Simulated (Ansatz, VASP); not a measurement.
# NaH: VASP beside Ansatz

POSCAR

```
NaH
1.0
    0.0000000000      2.3229496575      2.4347540050
    2.3229496575      0.0000000000      2.4347540050
    2.3229496575      2.3229496575      0.0000000000
Na H
1 1
Direct
    0.0000000000      0.0000000000      0.0000000000
    0.5000000000      0.5000000000      0.5000000000
```

The input INCAR.step1:

```
SYSTEM = NaH
ALGO = Normal
EDIFF = 1E-5
ENCUT = 520
GGA = PE
ISIF = 2
ISMEAR = 0
LASPH = .True.
LCHARG = .False.
LREAL = .False.
LWAVE = .True.
NBANDS = 11
NELM = 60
PREC = Accurate
SIGMA = 0.01
```

File INCAR.step2:

```
SYSTEM = NaH
ALGO = Normal
EDIFF = 1E-7
ENCUT = 520
GGA = PE
HFSCREEN = 0.2079
ISIF = 2
ISMEAR = 0
ISTART = 1
LASPH = .True.
LCHARG = .False.
LHFCALC = .True.
LREAL = .False.
LWAVE = .False.
NBANDS = 11
NELM = 60
PREC = Accurate
PRECFOCK = Normal
SIGMA = 0.01
```

The input KPOINTS:

```
k-points
0
Gamma
  6 6 6
  0 0 0
```

Input for Ansatz:

```yaml
crystal:
  lattice:
    - [0.0, 2.3229496575, 2.434754005]
    - [2.3229496575, 0.0, 2.434754005]
    - [2.3229496575, 2.3229496575, 0.0]
  atoms:
    - { symbol: Na, position: [0.0, 0.0, 0.0] }
    - { symbol: H, position: [0.5, 0.5, 0.5] }
kpoints:
  mp_grid: { grid: [6, 6, 6] }
  band_path:
    path:
      - [0.0, 0.0, 0.0]
      - [0.5, 0.0, 0.5]
      - [0.625, 0.25, 0.625]
      - [0.375, 0.375, 0.75]
      - [0.5, 0.5, 0.5]
      - [0.5, 0.25, 0.75]
    npoints: 1
hamiltonian:
  xc: hse06
scf:
  occupations: { method: fixed }
  n_extra_bands: 4
output:
  forces: true
  stress: true
  eigenvalues: true
```

Change from the starting cell: epitaxial_xy strain -3.1%.

Alike in both runs: task single point; functional HSE06; k mesh 6 × 6 × 6; no spin polarisation.

|  | VASP | Ansatz |
| --- | --- | --- |
| version | VASP 6.6.1 | Ansatz 0.2.0 |
| potentials or method | VASP PAW PBE potentials, release 64 (Na_pv, H) | plane waves, PAW |
| plane-wave cutoff (eV) | 520 | 420 |
| occupations | gaussian, width 0.01 eV | fixed |
| valence electrons in the cell | 8 | 10 |

|  | VASP | Ansatz | Ansatz less VASP |
| --- | --- | --- | --- |
| gap on the k mesh at the Fermi level (eV) | 4.95 | 4.95 | +0.005 |
| pressure (GPa) | 1.6 | 1.5 | -0.03 |
| traceless stress, the component that is largest in VASP (GPa) | -1.31 | -1.30 | +0.017 |

VASP's potentials hold 8 valence electrons a cell and Ansatz's 10, so a difference there can come from the potentials and not from the codes. Ansatz's warnings: stress exchange threshold loose, stress scf threshold loose.
